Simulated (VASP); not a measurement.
**TiCo2: single point with LDA**

Crystal: TiCo2.

```
Ti Co
1.0
     0.00000    3.24427    3.24427
     3.24427    0.00000    3.24427
     3.24427    3.24427    0.00000
Ti Co
2 4
Direct
  0.50000 0.50000 0.50000
  0.75000 0.75000 0.75000
  0.12500 0.12500 0.12500
  0.62500 0.12500 0.12500
  0.12500 0.12500 0.62500
  0.12500 0.62500 0.12500
```

- Program: VASP 6.6.1
- Task: single point
- Functional: LDA
- Potentials or basis: VASP PAW LDA potentials, release 64 (Ti_sv, Co)
- Cutoff: 520 eV
- k mesh: 6 × 6 × 6
- Occupations: gaussian, width 0.1 eV
- Spin: collinear spin, ferrimagnetic start
- Starting moments: [-0.03, -0.03, 0.12, 0.12, 0.12, 0.12] μB

The pressure is -0.6 GPa. The band gap on the k mesh is zero (filled and empty bands overlap), the net moment is 0.00 μB per cell and the valence electrons inside the program's atomic spheres are Ti 10.32; Co 8.61.

Levels at points of the mesh, in eV from the Fermi level:
Spin up:
```csv
k point,band 28,band 29,band 30,band 31,band 32,band 33
"(0.00, 0.00, 0.00)",-0.69,-0.61,-0.61,-0.61,0.88,0.88
"(0.50, 0.00, 0.00)",-0.41,-0.41,0.10,0.10,0.59,0.59
"(0.50, 0.50, 0.00)",-0.62,-0.57,-0.57,-0.03,-0.03,0.93
```
Spin down:
| k point | band 28 | band 29 | band 30 | band 31 | band 32 | band 33 |
| --- | --- | --- | --- | --- | --- | --- |
| (0.00, 0.00, 0.00) | -0.69 | -0.61 | -0.61 | -0.61 | 0.88 | 0.88 |
| (0.50, 0.00, 0.00) | -0.41 | -0.41 | 0.10 | 0.10 | 0.59 | 0.59 |
| (0.50, 0.50, 0.00) | -0.62 | -0.57 | -0.57 | -0.03 | -0.03 | 0.93 |

Run time: 100 s on 1 thread of Intel(R) Xeon(R) 6975P-C (Granite Rapids) (shared host), peak memory 0.23 GiB.
